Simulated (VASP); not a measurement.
Set up this calculation in VASP 6.6.1, as the native input.

```yaml
Task: relaxation of cell and atoms
Functional: PBEsol
Dispersion: D3(BJ)
Potentials_or_basis: VASP PAW PBE potentials, release 64 (Ba_sv, Ti_sv, O)
Cutoff: 600 eV
k_mesh: 7 × 7 × 7
Occupations: fermi-dirac, width 0.05 eV
Spin: no spin polarisation
Dipole_correction: no
Further_INCAR_settings: ALGO = Normal; EDIFF = 1e-07; IBRION = 2; EDIFFG = -0.01; NSW = 60; ISIF = 3
```

The structure of BaTiO3 lies in POSCAR:

```
BaTiO3
1.0
    3.9998000000      0.0000000000      0.0000000000
    0.0000000000      3.9998000000      0.0000000000
    0.0000000000      0.0000000000      4.0180000000
Ba Ti O
1 1 3
Direct
    0.9955672000      0.9906407400      0.0035034300
    0.5025366900      0.4919233700      0.4687657700
    0.4792189400      0.5143238900      0.0064065200
    0.5027309200      0.0032990000      0.5093824900
    0.0199462600      0.4998130000      0.5399418000
```

One way to write it, as run:

INCAR

```
SYSTEM = BaTiO3
PREC = Accurate
ENCUT = 600
EDIFF = 1E-7
ISMEAR = -1
SIGMA = 0.05
LREAL = .False.
LASPH = .True.
NELM = 80
ALGO = Normal
ISIF = 3
LWAVE = .False.
LCHARG = .False.
GGA = PS
IVDW = 12
IBRION = 2
NSW = 60
EDIFFG = -0.01
```

KPOINTS

```
Automatic mesh
0
Gamma
  7 7 7
  0 0 0
```

Potentials or basis: VASP PAW PBE potentials, release 64 (Ba_sv, Ti_sv, O).

The run is started by

```sh
$ cat potpaw_PBE.64/Ba_sv/POTCAR potpaw_PBE.64/Ti_sv/POTCAR potpaw_PBE.64/O/POTCAR > POTCAR
$ mpirun -np 1 vasp_std > vasp.out
```

Results of the run:

```yaml
Relaxed_volume: 12.49 Å³/atom
Relaxed_cell: a = 3.962 Å, b = 3.973 Å, c = 3.968 Å, α = 89.92°, β = 89.94°, γ = 89.93°
Space_group_after_relaxing_to_0.05_Å: R3m (No. 160)
Energy_gained_by_relaxing: 42.8 meV/atom
Ionic_steps: 27
Pressure_after_relaxing: 0.0 GPa
Largest_force_after_relaxing: 0.007 eV/Å
Band_gap_on_the_k_mesh: 2.13 eV, indirect (least direct gap 2.32 eV)
Dispersion_energy_per_atom: -0.271 eV
```

Caveat: the PAW data sets were made with another functional, which shifts forces and pressure a little; spin-orbit coupling is left out, which moves the levels of the heavy elements.

Wall time 26 min on 1 thread of Intel(R) Xeon(R) 6975P-C (Granite Rapids), with other jobs on the host, peak memory 0.49 GiB.
